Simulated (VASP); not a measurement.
# Sn3Se (Fm-3m) in VASP: further runs, part 2 of 2

VASP 6.6.1. The steps go on from the part before.

## Step 3: Single point, PBE

This run uses another cell than the first one, of 27.57 Å³/atom, 1.019 times its volume.

Contents of INCAR:

```
SYSTEM = Sn3Se
PREC = Accurate
ENCUT = 520
EDIFF = 1E-6
ISMEAR = -1
SIGMA = 0.05
LREAL = .FALSE.
LASPH = .TRUE.
NELM = 80
ALGO = Normal
ISIF = 2
LWAVE = .FALSE.
LCHARG = .FALSE.
GGA = PE
NBANDS = 32
```

Contents of KPOINTS:

```
regular mesh
0
G
  6 6 6
  0 0 0
```

Contents of POSCAR:

```
Sn3Se
1.0
    0.0000000000      3.8063553727      3.8063553727
    3.8063553727      0.0000000000      3.8063553727
    3.8063553727      3.8063553727      0.0000000000
Sn Se
3 1
Direct
    0.5000000000      0.5000000000      0.5000000000
    0.7500000000      0.7500000000      0.7500000000
    0.2500000000      0.2500000000      0.2500000000
    0.0000000000      0.0000000000      0.0000000000
```

Potentials or basis: VASP PAW PBE potentials, release 64 (Sn_d, Se).

Command:

```bash
$ cat potpaw_PBE.64/Sn_d/POTCAR potpaw_PBE.64/Se/POTCAR > POTCAR
$ mpirun -np 1 vasp_std > vasp.out
```

OUTCAR:

```text
SYSTEM = Sn3Se
   PREC = Accurate
   ENCUT = 520
   EDIFF = 1E-6
   ISMEAR = -1
   LREAL = .FALSE.
   LASPH = .TRUE.
   NELM = 80
   ISIF = 2
   GGA = PE

 ion  position               nearest neighbor table
   1  0.500  0.500  0.500-   3 3.30   3 3.30   3 3.30   2 3.30   2 3.30   2 3.30   3 3.30   2 3.30

   2  0.750  0.750  0.750-   1 3.30   1 3.30   1 3.30   1 3.30
   3  0.250  0.250  0.250-   1 3.30   1 3.30   1 3.30   1 3.30
   4  0.000  0.000  0.000-

  LATTYP: Found a face centered cubic cell.
 ALAT       =     7.6127107454

  Lattice vectors:

 A1 = (   0.0000000000,   3.8063553727,   3.8063553727)
 A2 = (   3.8063553727,   0.0000000000,   3.8063553727)
 A3 = (   3.8063553727,   3.8063553727,   0.0000000000)

Analysis of symmetry for initial positions (statically):
=====================================================================
 Subroutine PRICEL returns:
 Original cell was already a primitive cell.

 Routine SETGRP: Setting up the symmetry group for a
 face centered cubic supercell.

 Subroutine GETGRP returns: Found 48 space group operations
 (whereof 48 operations were pure point group operations)
 out of a pool of 48 trial point group operations.

The static configuration has the point symmetry O_h .

Analysis of symmetry for dynamics (positions and initial velocities):
=====================================================================
 Subroutine PRICEL returns:
 Original cell was already a primitive cell.

 Routine SETGRP: Setting up the symmetry group for a
 face centered cubic supercell.

 Subroutine GETGRP returns: Found 48 space group operations
 (whereof 48 operations were pure point group operations)
 out of a pool of 48 trial point group operations.
[... 108 lines left out ...]
   NUPDOWN=      -1.0000    fix difference up-down
   EMIN   =  10.00;   EMAX   =-10.00  energy-range for DOS
   EFERMI =   0.00;   METHOD = LEGACY
   ISMEAR =    -1;   SIGMA  =   0.05  broadening in eV -4-tet -1-fermi 0-gaus
   EFERMI_NEDOS =   21; number of points for ismear=-14 and -15
   IALGO  =     38    algorithm
   IMIX   =      4    mixing-type and parameters
     AMIX     =   0.40;   BMIX     =  1.00
     AMIX_MAG =   1.60;   BMIX_MAG =  1.00
  volume/ion in A,a.u.               =      27.57       186.08
  Fermi-wavevector in a.u.,A,eV,Ry     =   1.240612  2.344416 20.940967  1.539118
  Thomas-Fermi vector in A             =   2.375045
   LORBIT       =      0    0 simple, 1 ext, 2 COOP (PROOUT), +10 PAW based schemes
   GGA     = PE    functional components
   LHFCALC =     F    Hartree Fock is set to
   AEXX    =    0.0000 exact exchange contribution
   IVDW    =     0    specifies the selected vdW correction
   LEPSILON=     F    determine dielectric tensor
   LRPA    =     F    only Hartree local field effects (RPA)
 non-spin polarized calculation
  energy-cutoff  :      520.00
  volume of cell :      110.30
 maximum number of plane-waves:      2988
   NGX = 21   NGY = 21   NGZ = 21

 number of electron      47.9999978 magnetization

 Free energy of the ion-electron system (eV)
  ---------------------------------------------------
  ext. energy  EPLUGINS =         0.00000000
  ---------------------------------------------------
  free energy    TOTEN  =       -14.79972928 eV

  energy without entropy =      -14.76514394  energy(sigma->0) =      -14.78243661

 E-fermi :   6.5454     XC(G=0): -10.0214

 val. band max:        6.5065809708   @ k =   0.1667   0.1667   0.0000
 cond. band min:       6.5591302642   @ k =   0.5000   0.1667   0.0000
 fundamental gap:      0.0525492933
 Fermi energy:         6.5453944042

 k-point     1 :       0.0000    0.0000    0.0000
  band No.  band energies     occupation
      1     -15.0549      2.00000
      2     -15.0549      2.00000
      3     -15.0297      2.00000
      4     -15.0297      2.00000
      5     -15.0297      2.00000
      6     -15.0169      2.00000
[... 549 lines left out ...]
     31      11.2511      0.00000
     32      13.7701      0.00000

------------------------ aborting loop because EDIFF is reached ----------------------------------------

  FORCE on cell =-STRESS in cart. coord.  units (eV):
  Direction    XX          YY          ZZ          XY          YZ          ZX
  --------------------------------------------------------------------------------------
  -------------------------------------------------------------------------------------
  Total       -1.8360065     -1.8360065     -1.8360065      0.0000000      0.0000000      0.0000000
  in kB      -26.6702322    -26.6702322    -26.6702322      0.0000000      0.0000000      0.0000000
  external PRESSURE =     -26.6702322 kB  Pullay stress =       0.0000000 kB

 VOLUME and BASIS-vectors are now :
 -----------------------------------------------------------------------------
  energy-cutoff  :      520.00
  volume of cell :      110.30
      direct lattice vectors                 reciprocal lattice vectors
     0.000000000  3.806355373  3.806355373    -0.131359253  0.131359253  0.131359253
     3.806355373  0.000000000  3.806355373     0.131359253 -0.131359253  0.131359253
     3.806355373  3.806355373  0.000000000     0.131359253  0.131359253 -0.131359253

 POSITION                                       TOTAL-FORCE (eV/Angst)
 -----------------------------------------------------------------------------------
      3.80636      3.80636      3.80636         0.000000     -0.000000     -0.000000
      5.70953      5.70953      5.70953         0.000000      0.000000      0.000000
      1.90318      1.90318      1.90318        -0.000000     -0.000000     -0.000000
      0.00000      0.00000      0.00000         0.000000     -0.000000     -0.000000
 -----------------------------------------------------------------------------------
    total drift:                               -0.000000     -0.000000      0.000000

  FREE ENERGIE OF THE ION-ELECTRON SYSTEM (eV)
  ---------------------------------------------------
  free  energy   TOTEN  =       -14.7997292777 eV

  energy  without entropy=      -14.7651439359  energy(sigma->0) =      -14.78243661
```

stdout:

```text
POSCAR found type information on POSCAR SnSe
 POSCAR found :  2 types and       4 ions
 scaLAPACK will be used
 LDA part: xc-table for (Slater+PW92), standard interpolation
 POSCAR, INCAR and KPOINTS ok, starting setup
 FFT: planning ... GRIDC
 FFT: planning ... GRID_SOFT
 FFT: planning ... GRID
 WAVECAR not read
 entering main loop
```

Wall time 22 s (1 thread of Intel Xeon 6975P-C (Granite Rapids), shared host); peak memory 0.25 GiB.

Results:

```yaml
Free_energy: -14.7997 eV
Pressure: -2.7 GPa
Band_gap_on_the_k_mesh: zero (band 24 reaches 7.13 eV, above the bottom of band 25 at 5.41 eV)
```

Caveat: spin-orbit coupling is left out, which moves the levels of the heavy elements.
